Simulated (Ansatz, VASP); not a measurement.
One calculation of CoSi6, two programs

```
CELL_PARAMETERS angstrom
5.77989 0.00000 0.00000
0.00000 5.77989 0.00000
0.00000 0.00000 5.77989
ATOMIC_POSITIONS crystal
Co 0.00000 0.00000 0.00000
Si 0.50000 0.50000 0.20017
Si 0.50000 0.50000 0.79983
Si 0.20017 0.50000 0.50000
Si 0.79983 0.50000 0.50000
Si 0.50000 0.20017 0.50000
Si 0.50000 0.79983 0.50000
```

Change from the starting cell: species swapped into the PrB6 type (Pm-3m, No. 221).

Alike in both runs: functional PBE; k mesh 4 × 4 × 4; occupations gaussian, width 0.1 eV; collinear spin.

Ansatz relaxed the structure, and its values are those at the end. VASP's run is a single point on that final structure, the one shown.

|  | VASP | Ansatz |
| --- | --- | --- |
| version | VASP 6.6.1 | Ansatz 0.2.0 |
| potentials or method | VASP PAW PBE potentials, release 64 (Co, Si), cutoff 520 eV | scalar-relativistic, plane waves, PAW |
| valence electrons in the cell | 33 | 41 |

```tsv
	VASP	Ansatz	Ansatz less VASP
gap on the k mesh at the Fermi level (eV)	none	none	-
pressure (GPa)	0.0	0.1	+0.07
rms of the force components (eV/Å)	0.021	0.001	-0.0200
net moment per atom (μB)	0.36	0.37	+0.009
size of the moment on the site where the two differ most (μB)	2.29	2.62	+0.331
```

Site moments also hang on the region over which each program counts them. A gap of «none» marks a metal or a gap that the smearing closes. The functional is the same, so the differences come from potentials, cutoffs and numerics. VASP's potentials hold 33 valence electrons a cell and Ansatz's 41, so a difference there can come from the potentials and not from the codes.
